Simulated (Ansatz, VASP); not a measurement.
**Two plane-wave programs on Hf3Si2O**

```
Hf Si O
1.0
     4.06033    0.00000    0.00000
    -2.03017    3.51635    0.00000
     0.00000    0.00000    8.84523
Hf Si O
3 2 1
Direct
  0.66667 0.33333 0.50000
  0.00000 0.00000 0.00000
  0.00000 0.00000 0.50000
  0.33333 0.66667 0.25167
  0.33333 0.66667 0.74833
  0.66667 0.33333 0.00000
```

Change from the starting cell: species swapped into the Sr2Al3Ge type (P-6m2, No. 187).

Alike in both runs: task relaxation of cell and atoms; functional PBE; k mesh 6 × 6 × 2; occupations gaussian, width 0.1 eV; no spin polarisation.

|  | VASP | Ansatz |
| --- | --- | --- |
| version | VASP 6.6.1 | Ansatz 0.2.0 |
| potentials or method | VASP PAW PBE potentials, release 64 (Hf_pv, Si, O), cutoff 600 eV | scalar-relativistic, plane waves, PAW |
| valence electrons in the cell | 44 | 92 |

Ansatz gave:

```
gap on the k mesh at the Fermi level, each at its own relaxed structure (eV) : none
relaxed volume (Å³/atom)                                                     : 16.62
relaxed length of the cell vector where the two differ most in proportion (Å)              : 4.458
```

Question: Estimate VASP's values.

Answer: gap on the k mesh at the Fermi level, each at its own relaxed structure (eV): none; relaxed volume (Å³/atom): 16.55; relaxed length of the cell vector where the two differ most in proportion (Å): 4.450.

A gap of «none» marks a metal or a gap that the smearing closes. VASP's potentials hold 44 valence electrons a cell and Ansatz's 92, so a difference there can come from the potentials and not from the codes.

Spin-orbit coupling is off throughout. Noted on VASP's run: the volume moved by over 15 % at a fixed basis, so the end points are rough.
